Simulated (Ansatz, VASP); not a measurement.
In: VASP beside Ansatz

Contents of INCAR:

```
PREC     = Accurate       # precision mode
ENCUT    = 500            # plane-wave cutoff, eV
EDIFF    = 1E-6           # SCF threshold, eV
ISMEAR   = 1              # smearing method
SIGMA    = 0.05           # smearing width, eV
LREAL    = False          # projectors in reciprocal space
LASPH    = True           # aspherical terms in the spheres
NELM     = 200            # most SCF steps
ALGO     = Normal         # electronic algorithm
ISIF     = 2              # what is computed and relaxed
LWAVE    = False          # write WAVECAR
LCHARG   = True           # write CHGCAR
ISPIN    = 2              # spin polarisation
MAGMOM   = -0.36          # initial moments
LORBIT   = 11             # projections on sites
GGA      = LIBXC          # functional
LIBXC1   = GGA_X_RPBE   
LIBXC2   = GGA_C_LYP    
LELF     = True           # ELF
LVHAR    = True         
NBANDS   = 16             # bands
GGA_COMPAT= False
```

Contents of KPOINTS:

```
Automatic mesh
0
Gamma
  11 11 11
```

Contents of POSCAR:

```
In
1.0
   -1.6468602161      1.6468602161      2.5062524172
    1.6468602161     -1.6468602161      2.5062524172
    1.6468602161      1.6468602161     -2.5062524172
In
1
Direct
    0.0000000000      0.0000000000      0.0000000000
```

File input.yaml:

```yaml
crystal:
  lattice:
    - [-1.6468602161, 1.6468602161, 2.5062524172]
    - [1.6468602161, -1.6468602161, 2.5062524172]
    - [1.6468602161, 1.6468602161, -2.5062524172]
  atoms:
    - { symbol: In, position: [0.0, 0.0, 0.0], spin: -0.36 }
kpoints:
  mp_grid: { grid: [11, 11, 11] }
scf:
  occupations: { method: methfessel_paxton, width: 0.05 }
hamiltonian:
  xc: { exchange: rpbe, correlation: lyp }
  pseudopotentials:
    kind: all_electron
    lapw: { basis_error: 0.0005 }
    dirac_shells: { In: ["3p", "3d"] }
magnetization:
  spin_polarized: true
output:
  forces: true
  stress: true
  eigenvalues: true
```

Change from the starting cell: volume scaled by 1.04.

Alike in both runs: task single point; functional rpbe exchange, lyp correlation; k mesh 11 × 11 × 11; occupations methfessel-paxton of order 1, width 0.05 eV; collinear spin.

```csv
,VASP,Ansatz
version,VASP 6.6.1,Ansatz 0.2.0
potentials or method,"VASP PAW PBE potentials, release 64 (In_d), cutoff 500 eV","all-electron LAPW, inner shells corrected to Dirac's equation"
```

|  | VASP | Ansatz | Ansatz less VASP |
| --- | --- | --- | --- |
| gap on the k mesh at the Fermi level (eV) | none | none | - |
| pressure (GPa) | 6.0 | 6.0 | +0.05 |
| traceless stress, the component that is largest in VASP (GPa) | 0.38 | 0.37 | -0.010 |
| net moment per atom (μB) | 0.00 | 0.00 | 0.000 |

VASP's potentials were made for PBE, not for rpbe exchange, lyp correlation. A gap of «none» marks a metal or a gap that the smearing closes. Ansatz ran all-electron here, and VASP with PAW potentials.
